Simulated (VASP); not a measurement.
# BN (P6_3mc) in VASP: further runs, part 4 of 4

VASP 6.6.1.

### 5 Single point, r2SCAN (atoms displaced along a vibrational mode)

POSCAR reads:

```
BN
1.0
    2.5433243829      0.0000000000      0.0000000000
   -1.2716621915      2.2025835257      0.0000000000
    0.0000000000      0.0000000000      4.2068547497
B N
2 2
Direct
    0.3333333333      0.6666666667     -0.0285167039
    0.6666666667      0.3333333333      0.4714832961
    0.3333333333      0.6666666667      0.4025167039
    0.6666666667      0.3333333333      0.9025167039
```

INCAR.step1 reads:

```
PREC     = Accurate       # precision mode
ENCUT    = 520            # plane-wave cutoff, eV
ISMEAR   = 0              # smearing method
SIGMA    = 0.01           # smearing width, eV
LREAL    = F              # projectors in reciprocal space
LASPH    = T              # aspherical terms in the spheres
NELM     = 80             # most SCF steps
NBANDS   = 16             # bands
GGA      = PE             # functional
ALGO     = Normal         # electronic algorithm
EDIFF    = 1E-4           # SCF threshold, eV
LWAVE    = T              # write WAVECAR
LCHARG   = F              # write CHGCAR
```

INCAR.step2 reads:

```
PREC     = Accurate       # precision mode
ENCUT    = 520            # plane-wave cutoff, eV
EDIFF    = 1E-6           # SCF threshold, eV
ISMEAR   = 0              # smearing method
SIGMA    = 0.01           # smearing width, eV
LREAL    = F              # projectors in reciprocal space
LASPH    = T              # aspherical terms in the spheres
NELM     = 80             # most SCF steps
ALGO     = Normal         # electronic algorithm
ISIF     = 2              # what is computed and relaxed
LWAVE    = F              # write WAVECAR
LCHARG   = F              # write CHGCAR
METAGGA  = R2SCAN         # meta-GGA
LMIXTAU  = T            
NBANDS   = 16             # bands
ISTART   = 1
```

KPOINTS reads:

```
Automatic mesh
0
Gamma
  12 12 6
```

Potentials or basis: VASP PAW PBE potentials, release 64 (B, N).

On the command line:

```console
$ cat potpaw_PBE.64/B/POTCAR potpaw_PBE.64/N/POTCAR > POTCAR
$ cp INCAR.step1 INCAR
$ mpirun -np 1 vasp_std > vasp.out
$ cp INCAR.step2 INCAR
$ mpirun -np 1 vasp_std > vasp.out
```

OUTCAR:

```text
PREC = Accurate
   ENCUT = 520
   EDIFF = 1E-6
   ISMEAR = 0
   LREAL = F
   LASPH = T
   NELM = 80
   ISIF = 2
   METAGGA = R2SCAN
   ISTART = 1

 ion  position               nearest neighbor table
   1  0.333  0.667  0.971-   4 1.50   4 1.50   4 1.50   3 1.81
   2  0.667  0.333  0.471-   3 1.50   3 1.50   3 1.50   4 1.81
   3  0.333  0.667  0.403-   2 1.50   2 1.50   2 1.50   1 1.81
   4  0.667  0.333  0.903-   1 1.50   1 1.50   1 1.50   2 1.81

  LATTYP: Found a hexagonal cell.
 ALAT       =     2.5433243829
 C/A-ratio  =     1.6540771511

  Lattice vectors:

 A1 = (   2.5433243829,   0.0000000000,   0.0000000000)
 A2 = (  -1.2716621915,   2.2025835257,   0.0000000000)
 A3 = (   0.0000000000,   0.0000000000,   4.2068547497)

Analysis of symmetry for initial positions (statically):
=====================================================================
 Subroutine PRICEL returns:
 Original cell was already a primitive cell.

 Routine SETGRP: Setting up the symmetry group for a
 hexagonal supercell.

 Subroutine GETGRP returns: Found 12 space group operations
 (whereof  6 operations were pure point group operations)
 out of a pool of 24 trial point group operations.

The static configuration has the point symmetry C_3v.
 The point group associated with its full space group is C_6v.

Analysis of symmetry for dynamics (positions and initial velocities):
=====================================================================
 Subroutine PRICEL returns:
 Original cell was already a primitive cell.

 Routine SETGRP: Setting up the symmetry group for a
 hexagonal supercell.

 Subroutine GETGRP returns: Found 12 space group operations
 (whereof  6 operations were pure point group operations)
 out of a pool of 24 trial point group operations.

[... 118 lines left out ...]
   EMIN   =  10.00;   EMAX   =-10.00  energy-range for DOS
   EFERMI =   0.00;   METHOD = LEGACY
   ISMEAR =     0;   SIGMA  =   0.01  broadening in eV -4-tet -1-fermi 0-gaus
   EFERMI_NEDOS =   21; number of points for ismear=-14 and -15
   IALGO  =     38    algorithm
   IMIX   =      4    mixing-type and parameters
     AMIX     =   0.40;   BMIX     =  1.00
     AMIX_MAG =   1.60;   BMIX_MAG =  1.00
  volume/ion in A,a.u.               =       5.89        39.76
  Fermi-wavevector in a.u.,A,eV,Ry     =   1.438857  2.719045 28.168267  2.070309
  Thomas-Fermi vector in A             =   2.557777
   LORBIT       =      0    0 simple, 1 ext, 2 COOP (PROOUT), +10 PAW based schemes
   METAGGA = R2SCAN    functional components
   LHFCALC =     F    Hartree Fock is set to
   AEXX    =    0.0000 exact exchange contribution
   IVDW    =     0    specifies the selected vdW correction
   LEPSILON=     F    determine dielectric tensor
   LRPA    =     F    only Hartree local field effects (RPA)
 non-spin polarized calculation
 Gauss-broadening in eV      SIGMA  =   0.01
  energy-cutoff  :      520.00
  volume of cell :       23.57
 maximum number of plane-waves:       652
 NGX is ok and might be reduce to    20
   NGX =  9   NGY =  9   NGZ = 15

 number of electron      16.0000001 magnetization

 Free energy of the ion-electron system (eV)
  ---------------------------------------------------
  ext. energy  EPLUGINS =         0.00000000
  ---------------------------------------------------
  free energy    TOTEN  =       -37.40423551 eV

  energy without entropy =      -37.40423551  energy(sigma->0) =      -37.40423551

 E-fermi :   8.7998     XC(G=0): -13.6283

 val. band max:        8.7203552681   @ k =   0.0000   0.0000   0.0000
 cond. band min:      13.6593725734   @ k =   0.5000   0.0000   0.3333
 fundamental gap:      4.9390173053
 Fermi energy:         8.7997510649

 k-point     1 :       0.0000    0.0000    0.0000
  band No.  band energies     occupation
      1     -14.1166      2.00000
      2      -9.8634      2.00000
      3      -3.3428      2.00000
      4       4.5999      2.00000
      5       4.5999      2.00000
      6       6.3110      2.00000
[... 433 lines left out ...]
      3      -1.7415      2.00000
      4       0.2228      2.00000
      5       0.5995      2.00000
      6       2.2648      2.00000
[... 8 lines left out ...]
     15      24.4303      0.00000
     16      25.4607      0.00000

 [... further k-points ...]
[... 5 lines left out ...]
  --------------------------------------------------------------------------------------
  -------------------------------------------------------------------------------------
  Total        0.7316522      0.7316522      4.8711382     -0.0000000      0.0000000      0.0000000
  in kB       49.7420439     49.7420439    331.1687706     -0.0000000      0.0000000      0.0000000
  external PRESSURE =     143.5509528 kB  Pullay stress =       0.0000000 kB

 VOLUME and BASIS-vectors are now :
 -----------------------------------------------------------------------------
  energy-cutoff  :      520.00
  volume of cell :       23.57
      direct lattice vectors                 reciprocal lattice vectors
     2.543324383  0.000000000  0.000000000     0.393186181  0.227006147  0.000000000
    -1.271662191  2.202583526  0.000000000     0.000000000  0.454012294  0.000000000
     0.000000000  0.000000000  4.206854750     0.000000000  0.000000000  0.237707280

 POSITION                                       TOTAL-FORCE (eV/Angst)
 -----------------------------------------------------------------------------------
     -0.00000      1.46839      4.08689         0.000000      0.000000      2.674744
      1.27166      0.73419      1.98346         0.000000     -0.000000      2.674744
     -0.00000      1.46839      1.69333         0.000000     -0.000000     -2.674744
      1.27166      0.73419      3.79676        -0.000000     -0.000000     -2.674744
 -----------------------------------------------------------------------------------
    total drift:                               -0.000000      0.000000      0.002005

  FREE ENERGIE OF THE ION-ELECTRON SYSTEM (eV)
  ---------------------------------------------------
  free  energy   TOTEN  =       -37.4042355128 eV

  energy  without entropy=      -37.4042355128  energy(sigma->0) =      -37.40423551
```

It took 1.8 min on 1 thread of Intel Xeon 8259CL, shared host; peak memory 0.15 GiB.

Results:

| Quantity | Value |
| --- | --- |
| Free energy | -37.4042 eV |
| Pressure | 14.4 GPa |
| Largest force | 2.675 eV/Å |
| Band gap on the k mesh | 4.94 eV (least direct gap 7.47 eV) |

Forces on the atoms (eV/Å):
```
B    0.000  0.000  2.675
B    0.000  0.000  2.675
N    0.000  0.000 -2.675
N    0.000  0.000 -2.675
```

Caveat: the cell differs from its parent crystal (atoms displaced along a vibrational mode); the cell stands under pressure; the PAW data sets were made with another functional, which shifts forces and pressure a little. A k mesh can miss the band edges.

### 6 Overview

| cell | gap on the mesh (eV) | pressure (GPa) | largest force (eV/Å) |
| --- | --- | --- | --- |
| as given, atomic positions A | 5.72 | 1.4 | - |
| as given, atomic positions B | 6.08 | 3.8 | 1.54 |
| as given, atomic positions C | 5.63 | 8.5 | 2.41 |
| as given, atomic positions D | 4.94 | 14.4 | 2.67 |

Alike in all rows: task single point; level r2SCAN; potentials or basis VASP PAW PBE potentials, release 64 (B, N); no spin polarisation; k mesh 12 × 12 × 6; cutoff (eV) 520; smearing gaussian 0.01 eV.

Caveats: the PAW data sets were made with another functional, which shifts forces and pressure a little; the cell stands under pressure (at least some runs).

Absolute energies hang on the potentials; compare differences alone.
